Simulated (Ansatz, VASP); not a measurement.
## One calculation of Pt, two programs

```xyz
4
Lattice="2.8080 0.0000 0.0000 0.0000 2.8080 0.0000 0.0000 0.0000 21.9567" Properties=species:S:1:pos:R:3 pbc="T T T"
Pt    0.7020    0.7020    8.0679
Pt    2.1060    2.1060    9.9987
Pt    0.7020    0.7020   11.9580
Pt    2.1060    2.1060   13.8888
```

Alike in both runs: functional PBE; k mesh 12 × 12 × 1; occupations fermi-dirac, width 0.08 eV; no spin polarisation.

Ansatz relaxed the structure, and its values are those at the end. VASP's run is a single point on that final structure, the one shown.

|  | VASP | Ansatz |
| --- | --- | --- |
| version | VASP 6.6.1 | Ansatz 0.2.0 |
| potentials or method | VASP PAW PBE potentials, release 64 (Pt), cutoff 520 eV | all-electron LAPW, scalar-relativistic |

Ansatz gave:

- rms of the force components (eV/Å): 0.001

Q: Which values does VASP return?

A: rms of the force components (eV/Å): 0.007.

Ansatz ran all-electron here, and VASP with PAW potentials.

Spin-orbit coupling is off throughout.
